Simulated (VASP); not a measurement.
Crystal: MnO.

```
CELL_PARAMETERS angstrom
3.37170 0.00000 0.00000
-1.68585 2.91998 0.00000
0.00000 0.00000 5.38550
ATOMIC_POSITIONS crystal
Mn 0.33333 0.66667 0.01096
Mn 0.66667 0.33333 0.51096
O 0.33333 0.66667 0.37547
O 0.66667 0.33333 0.87547
```

Program: VASP 6.6.1. Alike in all runs: task single point; potentials or basis VASP PAW PBE potentials, release 64 (Mn_pv, O); no spin polarisation; cell as given; k mesh 9 × 9 × 5; cutoff (eV) 520; smearing fermi-dirac 0.05 eV.

Q: Order these runs on this cell by their pressure, lowest first.
A. level PBE+U; U Mn d U = 4.0 eV
B. level PBE
C. level r2SCAN

A: C (-31.1 GPa), B (-28.7 GPa), A (-19.3 GPa).

Caveats: the run has no spin polarisation, though such a crystal can be magnetic; the stress differs along the axes, from -24 to -10 GPa (at least some runs); U without spin polarisation on a metal has little footing (at least some runs); the stress differs along the axes, from -34 to -25 GPa (at least some runs); the PAW data sets were made with another functional, which shifts forces and pressure a little (at least some runs); the stress differs along the axes, from -31 to -24 GPa (at least some runs).
